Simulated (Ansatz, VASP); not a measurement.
Two plane-wave programs on BN

The input INCAR:

```
SYSTEM = BN
PREC = Accurate ; ENCUT = 600
EDIFF = 1E-6 ; ISMEAR = 0
SIGMA = 0.05 ; LREAL = .False.
LASPH = .True. ; NELM = 120
ALGO = Normal ; ISIF = 2
LWAVE = .False. ; LCHARG = .True.
GGA = PE ; LELF = .True.
LVHAR = .True. ; NBANDS = 11
GGA_COMPAT = .False.
```

KPOINTS

```
regular mesh
0
Gamma
  12 12 12
  0 0 0
```

File POSCAR:

```
BN
1.0
    0.0000000000      1.7875686641      1.7875686641
    1.7875686641      0.0000000000      1.7875686641
    1.7875686641      1.7875686641      0.0000000000
B N
1 1
Direct
    0.0000000000      0.0000000000      0.0000000000
    0.7500000000      0.7500000000      0.7500000000
```

Input for Ansatz:

```yaml
crystal:
  lattice:
    - [0.0, 1.7875686641, 1.7875686641]
    - [1.7875686641, 0.0, 1.7875686641]
    - [1.7875686641, 1.7875686641, 0.0]
  atoms:
    - { symbol: B, position: [0.0, 0.0, 0.0] }
    - { symbol: "N", position: [0.75, 0.75, 0.75] }
basis:
  ecutwfc: 520.0
kpoints:
  mp_grid: { grid: [12, 12, 12] }
hamiltonian:
  xc: pbe
  pseudopotentials: { kind: paw, azcp: { folder: soft_1 } }
scf:
  occupations: { method: gaussian, width: 0.05 }
output:
  forces: true
  stress: true
  eigenvalues: true
```

Alike in both runs: task single point; functional PBE; k mesh 12 × 12 × 12; occupations gaussian, width 0.05 eV; no spin polarisation.

|  | VASP | Ansatz |
| --- | --- | --- |
| version | VASP 6.6.1 | Ansatz 0.2.0 |
| potentials or method | VASP PAW PBE potentials, release 64 (B, N), cutoff 600 eV | scalar-relativistic, plane waves, PAW |
| valence electrons in the cell | 8 | 8 |

Ansatz gave:

```
gap on the k mesh at the Fermi level (eV) : 4.50
least direct gap on the mesh (eV)         : 8.98
pressure (GPa)                            : 16.3
```

Question: What did VASP give for the same quantities?

Answer: gap on the k mesh at the Fermi level (eV): 4.49; least direct gap on the mesh (eV): 8.98; pressure (GPa): 16.6.

The functional is the same, so the differences come from potentials, cutoffs and numerics.
